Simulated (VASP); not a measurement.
# Yb (R-3m) in VASP: single point with PBEsol

Aim: the single point of Yb with PBEsol.

Everything below comes from runs of VASP 6.6.1. Logs are shortened: lines on timing, memory, paths and dates and some standing lists are left out, and cuts for length are marked.

### 1 The cell of the first run

Symmetry: R-3m, No. 166, trigonal system. The conventional cell has a = 5.964 Å, b = 5.964 Å, c = 3.876 Å, α = 90.00°, β = 90.00°, γ = 120.00°. Within 4.8 Å of Yb (site symmetry -3m) lie 14 Yb at 3.68 to 4.30 Å.

### 2 Single point, PBEsol (equal xy, yz and zx shear strains of +4 %)

Contents of INCAR:

```
SYSTEM = Yb
PREC = Accurate ; ENCUT = 520
EDIFF = 1E-7 ; ISMEAR = -1
SIGMA = 0.05 ; LREAL = .False.
LASPH = .True. ; NELM = 80
ALGO = Normal ; ISIF = 2
LWAVE = .False. ; LCHARG = .False.
GGA = PS ; NBANDS = 18
```

Contents of KPOINTS:

```
Automatic mesh
0
Gamma
  12 12 12
  0 0 0
```

Contents of POSCAR:

```
Yb
1.0
   -2.0654236800      2.1514830000      2.1514830000
    2.1514830000     -2.0654236800      2.1514830000
    2.1514830000      2.1514830000     -2.0654236800
Yb
1
Direct
    0.0000000000      0.0000000000      0.0000000000
```

Potentials or basis: VASP PAW PBE potentials, release 64 (Yb).

On the command line:

```sh
cat potpaw_PBE.64/Yb/POTCAR > POTCAR
mpirun -np 1 vasp_std > vasp.out
```

OUTCAR:

```text
SYSTEM = Yb
   PREC = Accurate
   ENCUT = 520
   EDIFF = 1E-7
   ISMEAR = -1
   LREAL = .False.
   LASPH = .True.
   NELM = 80
   ISIF = 2
   GGA = PS

 ion  position               nearest neighbor table
   1  0.000  0.000  0.000-

  LATTYP: Found a trigonal (rhomboedric) cell.
 ALAT       =     3.6774628722
 COS(alpha) =    -0.3148959474

  Lattice vectors:

 A1 = (  -2.0654236800,   2.1514830000,   2.1514830000)
 A2 = (   2.1514830000,  -2.0654236800,   2.1514830000)
 A3 = (   2.1514830000,   2.1514830000,  -2.0654236800)

Analysis of symmetry for initial positions (statically):
=====================================================================
 Subroutine PRICEL returns:
 Original cell was already a primitive cell.

 Routine SETGRP: Setting up the symmetry group for a
 trigonal (rhombohedral) supercell.

 Subroutine GETGRP returns: Found 12 space group operations
 (whereof 12 operations were pure point group operations)
 out of a pool of 12 trial point group operations.

The static configuration has the point symmetry D_3d.

Analysis of symmetry for dynamics (positions and initial velocities):
=====================================================================
 Subroutine PRICEL returns:
 Original cell was already a primitive cell.

 Routine SETGRP: Setting up the symmetry group for a
 trigonal (rhombohedral) supercell.

 Subroutine GETGRP returns: Found 12 space group operations
 (whereof 12 operations were pure point group operations)
 out of a pool of 12 trial point group operations.

The dynamic configuration has the point symmetry D_3d.

 Subroutine INISYM returns: Found 12 space group operations
 (whereof 12 operations are pure point group operations),
 and found     1 'primitive' translations

----------------------------------------------------------------------------------------

                                     Primitive cell

  volume of cell :      39.7887

  direct lattice vectors                    reciprocal lattice vectors
    -2.065423680  2.151483000  2.151483000    -0.009120794  0.228019858  0.228019858
     2.151483000 -2.065423680  2.151483000     0.228019858 -0.009120794  0.228019858
     2.151483000  2.151483000 -2.065423680     0.228019858  0.228019858 -0.009120794

  length of vectors
     3.677462872  3.677462872  3.677462872     0.322597737  0.322597737  0.322597737

  position of ions in fractional coordinates (direct lattice)
     0.000000000  0.000000000  0.000000000

  ion indices of the primitive-cell ions
   primitive index   ion index
                 1           1

----------------------------------------------------------------------------------------

 KPOINTS: Automatic mesh

Automatic generation of k-mesh.
 Grid dimensions read from file:
 generate k-points for:   12   12   12

 Generating k-lattice:

  Cartesian coordinates                     Fractional coordinates (reciprocal lattice)
    -0.000760066  0.019001655  0.019001655     0.083333333  0.000000000  0.000000000
     0.019001655 -0.000760066  0.019001655     0.000000000  0.083333333  0.000000000
     0.019001655  0.019001655 -0.000760066     0.000000000  0.000000000  0.083333333

  Length of vectors
     0.026883145  0.026883145  0.026883145

  Shift w.r.t. Gamma in fractional coordinates (k-lattice)
     0.000000000  0.000000000  0.000000000

 Subroutine IBZKPT returns following result:
 ===========================================

 Found    189 irreducible k-points:

 Following reciprocal coordinates:
            Coordinates               Weight
  0.000000  0.000000  0.000000      1.000000
  0.083333 -0.000000 -0.000000      6.000000
  0.166667  0.000000  0.000000      6.000000
  0.250000 -0.000000 -0.000000      6.000000
  0.333333 -0.000000 -0.000000      6.000000
  0.416667 -0.000000 -0.000000      6.000000
[... 16 lines left out ...]
  0.500000  0.166667  0.000000     12.000000
 -0.416667  0.166667  0.000000     12.000000
 [... further k-points ...]
   k-points           NKPTS =    189   k-points in BZ     NKDIM =    189   number of bands    NBANDS=     18
   number of dos      NEDOS =    301   number of ions     NIONS =      1
   total plane-waves  NPLWV =  21952
   dimension x,y,z NGX =    28 NGY =   28 NGZ =   28
   dimension x,y,z NGXF=    56 NGYF=   56 NGZF=   56
   ions per type =               1
   NGX,Y,Z   is equivalent  to a cutoff of  12.66, 12.66, 12.66 a.u.
   NGXF,Y,Z  is equivalent  to a cutoff of  25.32, 25.32, 25.32 a.u.
 SYSTEM =  Yb
   PREC   = accura    normal or accurate (medium, high low for compatibility)
   ISTART =      0    job   : 0-new  1-cont  2-samecut
   ICHARG =      2    charge: 1-file 2-atom 10-const
   ISPIN  =      1    spin polarized calculation?
   LNONCOLLINEAR =      F non collinear calculations
   LSORBIT =      F    spin-orbit coupling
   LASPH  =      T    aspherical Exc in radial PAW
   ENCUT  =  520.0 eV  38.22 Ry    6.18 a.u.   6.84  6.84  6.84*2*pi/ulx,y,z
   NELM   =     80;   NELMIN=  2; NELMDL= -5     # of ELM steps
   EDIFF  = 0.1E-06   stopping-criterion for ELM
   LREAL  =      F    real-space projection
   EDIFFG = 0.1E-05   stopping-criterion for IOM
   NSW    =      0    number of steps for IOM
   IBRION =     -1    ionic relax: 0-MD 1-quasi-New 2-CG
   NFREE  =      0    steps in history (QN), initial steepest desc. (CG)
   ISIF   =      2    stress and relaxation
   ISYM   =      2    0-nonsym 1-usesym 2-fastsym
   POTIM  = 0.5000    time-step for ionic-motion
   TEBEG  =    0.0;   TEEND  =   0.0 temperature during run
   PSTRESS=    0.0 pullay stress
   NELECT =      24.0000    total number of electrons
   NUPDOWN=      -1.0000    fix difference up-down
   EMIN   =  10.00;   EMAX   =-10.00  energy-range for DOS
   EFERMI =   0.00;   METHOD = LEGACY
   ISMEAR =    -1;   SIGMA  =   0.05  broadening in eV -4-tet -1-fermi 0-gaus
   EFERMI_NEDOS =   21; number of points for ismear=-14 and -15
   IALGO  =     38    algorithm
   IMIX   =      4    mixing-type and parameters
     AMIX     =   0.40;   BMIX     =  1.00
     AMIX_MAG =   1.60;   BMIX_MAG =  1.00
  volume/ion in A,a.u.               =      39.79       268.51
  Fermi-wavevector in a.u.,A,eV,Ry     =   1.383223  2.613912 26.032102  1.913306
  Thomas-Fermi vector in A             =   2.507841
   LORBIT       =      0    0 simple, 1 ext, 2 COOP (PROOUT), +10 PAW based schemes
   GGA     = PS    functional components
   LHFCALC =     F    Hartree Fock is set to
   AEXX    =    0.0000 exact exchange contribution
   IVDW    =     0    specifies the selected vdW correction
   LEPSILON=     F    determine dielectric tensor
   LRPA    =     F    only Hartree local field effects (RPA)
 non-spin polarized calculation
  energy-cutoff  :      520.00
  volume of cell :       39.79
 maximum number of plane-waves:      1087
   NGX = 13   NGY = 13   NGZ = 13

 number of electron      23.9999999 magnetization

 Free energy of the ion-electron system (eV)
  ---------------------------------------------------
  ext. energy  EPLUGINS =         0.00000000
  ---------------------------------------------------
  free energy    TOTEN  =        -3.82149029 eV

  energy without entropy =       -3.80731735  energy(sigma->0) =       -3.81440382

 E-fermi :   1.1429     XC(G=0):  -9.1192

 val. band max:        1.1335792226   @ k =   0.3333   0.3333   0.0000
 cond. band min:       1.1556900188   @ k =  -0.4167  -0.4167   0.3333
 fundamental gap:      0.0221107962
 Fermi energy:         1.1429187837

 k-point     1 :       0.0000    0.0000    0.0000
  band No.  band energies     occupation
      1     -50.6749      2.00000
      2     -22.9101      2.00000
      3     -22.9008      2.00000
      4     -22.9008      2.00000
      5      -3.7910      2.00000
      6       0.7266      1.99952
[... 10 lines left out ...]
     17       5.7175      0.00000
     18      11.1604      0.00000

 k-point     2 :       0.0833   -0.0000   -0.0000
  band No.  band energies     occupation
      1     -50.6742      2.00000
      2     -22.9229      2.00000
      3     -22.9085      2.00000
      4     -22.9010      2.00000
      5      -3.6434      2.00000
      6       0.7286      1.99950
[... 10 lines left out ...]
     17       5.7192      0.00000
     18      11.3560      0.00000

 k-point     3 :       0.1667    0.0000    0.0000
  band No.  band energies     occupation
      1     -50.6724      2.00000
      2     -22.9659      2.00000
      3     -22.9210      2.00000
      4     -22.9012      2.00000
      5      -3.2145      2.00000
      6       0.7328      1.99945
[... 10 lines left out ...]
     17       5.7535      0.00000
     18      11.6192      0.00000

 k-point     4 :       0.2500   -0.0000   -0.0000
  band No.  band energies     occupation
      1     -50.6699      2.00000
      2     -23.0252      2.00000
      3     -22.9366      2.00000
      4     -22.9015      2.00000
      5      -2.5489      2.00000
      6       0.7354      1.99942
[... 10 lines left out ...]
     17       5.8672      0.00000
     18      10.6132      0.00000

 k-point     5 :       0.3333   -0.0000   -0.0000
  band No.  band energies     occupation
      1     -50.6674      2.00000
      2     -23.0837      2.00000
      3     -22.9520      2.00000
      4     -22.9018      2.00000
      5      -1.7339      2.00000
      6       0.7352      1.99942
[... 10 lines left out ...]
     17       6.2511      0.00000
     18       9.2070      0.00000

 k-point     6 :       0.4167   -0.0000   -0.0000
  band No.  band energies     occupation
      1     -50.6656      2.00000
      2     -23.1259      2.00000
      3     -22.9631      2.00000
      4     -22.9021      2.00000
      5      -0.9416      2.00000
      6       0.7334      1.99945
[... 307 lines left out ...]
 k-point    21 :       0.3333    0.1667    0.0000
  band No.  band energies     occupation
      1     -50.6649      2.00000
      2     -23.0954      2.00000
      3     -22.9950      2.00000
      4     -22.9218      2.00000
      5      -0.5834      2.00000
      6       0.7370      1.99940
[... 10 lines left out ...]
     17       7.4204      0.00000
     18       7.5619      0.00000

 k-point    22 :       0.4167    0.1667    0.0000
  band No.  band energies     occupation
      1     -50.6640      2.00000
      2     -23.1212      2.00000
      3     -22.9938      2.00000
      4     -22.9215      2.00000
      5      -0.0855      2.00000
      6       0.7299      1.99948
[... 10 lines left out ...]
     17       7.1038      0.00000
     18       8.1660      0.00000

 k-point    23 :       0.5000    0.1667    0.0000
  band No.  band energies     occupation
      1     -50.6641      2.00000
      2     -23.1250      2.00000
      3     -22.9818      2.00000
      4     -22.9201      2.00000
      5      -0.4500      2.00000
      6       0.7339      1.99944
[... 10 lines left out ...]
     17       7.0732      0.00000
     18       8.3192      0.00000

 k-point    24 :      -0.4167    0.1667    0.0000
  band No.  band energies     occupation
      1     -50.6654      2.00000
      2     -23.1041      2.00000
      3     -22.9643      2.00000
      4     -22.9174      2.00000
      5      -1.2593      2.00000
      6       0.7351      1.99943
[... 10 lines left out ...]
     17       6.4581      0.00000
     18       8.8929      0.00000

 [... further k-points ...]
[... 5 lines left out ...]
  --------------------------------------------------------------------------------------
  -------------------------------------------------------------------------------------
  Total       -0.9194590     -0.9194590     -0.9194590     -0.1815229     -0.1815229     -0.1815229
  in kB      -37.0240326    -37.0240326    -37.0240326     -7.3094162     -7.3094162     -7.3094162
  external PRESSURE =     -37.0240326 kB  Pullay stress =       0.0000000 kB

 VOLUME and BASIS-vectors are now :
 -----------------------------------------------------------------------------
  energy-cutoff  :      520.00
  volume of cell :       39.79
      direct lattice vectors                 reciprocal lattice vectors
    -2.065423680  2.151483000  2.151483000    -0.009120794  0.228019858  0.228019858
     2.151483000 -2.065423680  2.151483000     0.228019858 -0.009120794  0.228019858
     2.151483000  2.151483000 -2.065423680     0.228019858  0.228019858 -0.009120794

 POSITION                                       TOTAL-FORCE (eV/Angst)
 -----------------------------------------------------------------------------------
      0.00000      0.00000      0.00000        -0.000000      0.000000      0.000000
 -----------------------------------------------------------------------------------
    total drift:                                0.000000     -0.000000      0.000000

  FREE ENERGIE OF THE ION-ELECTRON SYSTEM (eV)
  ---------------------------------------------------
  free  energy   TOTEN  =        -3.8214902914 eV

  energy  without entropy=       -3.8073173479  energy(sigma->0) =       -3.81440382
```

It took 9.8 min on 1 thread of Oxide Virtual Turin-like, shared host; peak memory 0.25 GiB.

Results:

```
Free energy            : -3.8215 eV
Pressure               : -3.7 GPa
Band gap on the k mesh : zero (bands 12 and 13 overlap by 0.55 eV)
```

Stress tensor (GPa, compression positive):
```
-3.70 -0.73 -0.73
-0.73 -3.70 -0.73
-0.73 -0.73 -3.70
```

Caveat: the cell differs from its parent crystal (equal xy, yz and zx shear strains of +4 %); the cell stands under tension; the PAW data sets were made with another functional, which shifts forces and pressure a little; spin-orbit coupling is left out, which moves the levels of the heavy elements. Spin polarisation is off, so any magnetic state and its effect on volume and gap are missing.

The gap in the log of VASP goes by the Fermi energy; the results here count the filled bands.